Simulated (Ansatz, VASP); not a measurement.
Cs: VASP beside Ansatz

Contents of POSCAR:

```
Cs
1.0
   -2.9169538334      2.9169538334      2.9169538334
    2.9169538334     -2.9169538334      2.9169538334
    2.9169538334      2.9169538334     -2.9169538334
Cs
1
Direct
    0.0000000000      0.0000000000      0.0000000000
```

The input INCAR.step1:

```
ALGO = Normal ; EDIFF = 1E-4
ENCUT = 520 ; GGA = PE
ISMEAR = 0 ; LASPH = T
LCHARG = F ; LREAL = F
LWAVE = T ; NBANDS = 10
NELM = 80 ; PREC = Accurate
SIGMA = 0.05
```

INCAR.step2

```
ALGO = Normal ; EDIFF = 1E-6
ENCUT = 520 ; ISIF = 2
ISMEAR = 0 ; ISTART = 1
LASPH = T ; LCHARG = F
LMIXTAU = T ; LREAL = F
LWAVE = F ; METAGGA = R2SCAN
NBANDS = 10 ; NELM = 80
PREC = Accurate ; SIGMA = 0.05
```

File KPOINTS:

```
k-points
0
Gamma
  12 12 12
```

Input for Ansatz:

```yaml
crystal:
  lattice:
    - [-2.9169538334, 2.9169538334, 2.9169538334]
    - [2.9169538334, -2.9169538334, 2.9169538334]
    - [2.9169538334, 2.9169538334, -2.9169538334]
  atoms:
    - { symbol: Cs, position: [0.0, 0.0, 0.0] }
basis:
  ecutwfc: 500
  ecutrho_ratio: 4
kpoints:
  mp_grid: { grid: [12, 12, 12] }
hamiltonian:
  xc: r2scan
scf:
  occupations: { method: gaussian, width: 0.05 }
output:
  forces: true
  stress: true
  eigenvalues: true
```

Alike in both runs: task single point; functional r2SCAN; k mesh 12 × 12 × 12; occupations gaussian, width 0.05 eV; no spin polarisation.

|  | VASP | Ansatz |
| --- | --- | --- |
| version | VASP 6.6.1 | Ansatz 0.2.0 |
| potentials or method | VASP PAW PBE potentials, release 64 (Cs_sv), cutoff 520 eV | scalar-relativistic, plane waves, PAW |
| valence electrons in the cell | 9 | 9 |

|  | VASP | Ansatz | Ansatz less VASP |
| --- | --- | --- | --- |
| gap on the k mesh at the Fermi level (eV) | none | none | - |
| pressure (GPa) | 0.6 | 0.6 | +0.01 |

VASP's potentials were made for PBE, not for r2SCAN. A gap of «none» marks a metal or a gap that the smearing closes.

Neither program's run includes spin-orbit coupling.
